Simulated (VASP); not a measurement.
**Al16Si: single point with LDA**

Slab: Al16Si, a slab with vacuum.

```
CELL_PARAMETERS angstrom
5.72757 0.00000 0.00000
2.86378 4.96022 0.00000
0.00000 0.00000 19.01481
ATOMIC_POSITIONS crystal
Al 0.00000 0.00000 0.05259
Al 0.50000 0.00000 0.05259
Al 0.00000 0.50000 0.05259
Al 0.50000 0.50000 0.05259
Al 0.16090 0.17365 0.17095
Al 0.66647 0.17350 0.17093
Al 0.16555 0.66956 0.17259
Al 0.66753 0.66593 0.17177
Al 0.82918 0.34262 0.28852
Al 0.33155 0.33830 0.28615
Al 0.82370 0.84767 0.28876
Al 0.32967 0.84765 0.28885
Al 0.99081 0.01962 0.41105
Al 0.51034 0.98052 0.41079
Al 0.01986 0.52006 0.40309
Al 0.46124 0.51927 0.40326
Si 0.78519 0.43090 0.49345
```

```yaml
Program: VASP 6.6.1
Task: single point
Functional: LDA
Potentials_or_basis: VASP PAW LDA potentials, release 64 (Al, Si)
Cutoff: 520 eV
k_mesh: 4 × 4 × 1
Occupations: gaussian, width 0.05 eV
Spin: no spin polarisation
```

```json
{"Largest force": "0.189 eV/Å", "Band gap on the k mesh": "zero (band 26 reaches 2.18 eV, above the bottom of band 27 at 1.49 eV)"}
```

Forces in eV/Å, atoms in the order of the input:
```
Al   0.002  0.018  0.030
Al   0.002 -0.064  0.046
Al  -0.109  0.044 -0.061
Al   0.111  0.044 -0.059
Al  -0.003  0.002  0.003
Al   0.000  0.006  0.002
Al   0.003  0.008  0.005
Al  -0.004  0.011 -0.001
Al  -0.001  0.003  0.014
Al  -0.004 -0.002  0.006
Al   0.006  0.010 -0.007
Al  -0.008  0.006 -0.008
Al   0.002 -0.043  0.006
Al  -0.004  0.056 -0.016
Al  -0.011  0.038  0.012
Al   0.009  0.051  0.002
Si   0.007 -0.187  0.027
```

Levels at points of the mesh, in eV from the Fermi level:
| k point | band 22 | band 23 | band 24 | band 25 | band 26 | band 27 | band 28 | band 29 |
| --- | --- | --- | --- | --- | --- | --- | --- | --- |
| (0.00, 0.00, 0.00) | -2.48 | -2.30 | -2.08 | -0.98 | -0.84 | -0.52 | -0.07 | 0.06 |
| (0.50, 0.00, 0.00) | -1.03 | -0.81 | -0.50 | -0.22 | 0.04 | 0.25 | 0.38 | 0.47 |
| (0.50, 0.50, 0.00) | -1.03 | -0.81 | -0.50 | -0.22 | 0.04 | 0.25 | 0.38 | 0.47 |
| (0.00, 0.50, 0.00) | -1.03 | -0.86 | -0.50 | -0.25 | 0.18 | 0.18 | 0.34 | 0.65 |

Wall time 6 min on 1 thread of Intel(R) Xeon(R) 6975P-C (Granite Rapids), on a shared host, peak memory 0.54 GiB.
